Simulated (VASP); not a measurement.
Wanted: the native input for a VASP 6.6.1 run.

| Property | Result |
| --- | --- |
| Task | single point |
| Functional | PBE |
| Potentials or basis | VASP PAW PBE potentials, release 64 (Ca_sv, I) |
| Cutoff | 520 eV |
| k mesh | 8 × 8 × 6 |
| Occupations | fermi-dirac, width 0.05 eV |
| Spin | no spin polarisation |
| Dipole correction | no |
| Further INCAR settings | ALGO = Normal; EDIFF = 1e-06; NBANDS = 16 |

The structure of CaI lies in POSCAR:

```
CaI
1.0
    4.2192681483      0.0000000000      0.0000000000
   -2.1096340741      3.6539939462      0.0000000000
    0.0000000000      0.0000000000      4.6561792552
Ca I
1 1
Direct
    0.0000000000      0.0000000000      0.5000000000
    0.6666666667      0.3333333333      0.0000000000
```

One way to write it, as run:

INCAR

```
  PREC = Accurate
  ENCUT = 520
  EDIFF = 1E-6
  ISMEAR = -1
  SIGMA = 0.05
  LREAL = False
  LASPH = True
  NELM = 60
  ALGO = Normal
  ISIF = 2
  LWAVE = False
  LCHARG = False
  GGA = PE
  NBANDS = 16
```

KPOINTS

```
Automatic mesh
0
Gamma
  8 8 6
```

Potentials or basis: VASP PAW PBE potentials, release 64 (Ca_sv, I).

Launch:

```console
$ cat potpaw_PBE.64/Ca_sv/POTCAR potpaw_PBE.64/I/POTCAR > POTCAR
$ mpirun -np 1 vasp_std > vasp.out
```

It gave:

```json
{
 "Pressure": "-1.0 GPa",
 "Band gap on the k mesh": "zero (an odd number of electrons rules out a gap without spin polarisation)"
}
```

Caveat: spin-orbit coupling is left out, which moves the levels of the heavy elements; an odd number of electrons without spin polarisation forces a metal; a magnetic or distorted state may lie lower.

It took 56 s on 1 thread of Intel Xeon 8259CL, with other jobs on the host, peak memory 0.21 GiB.
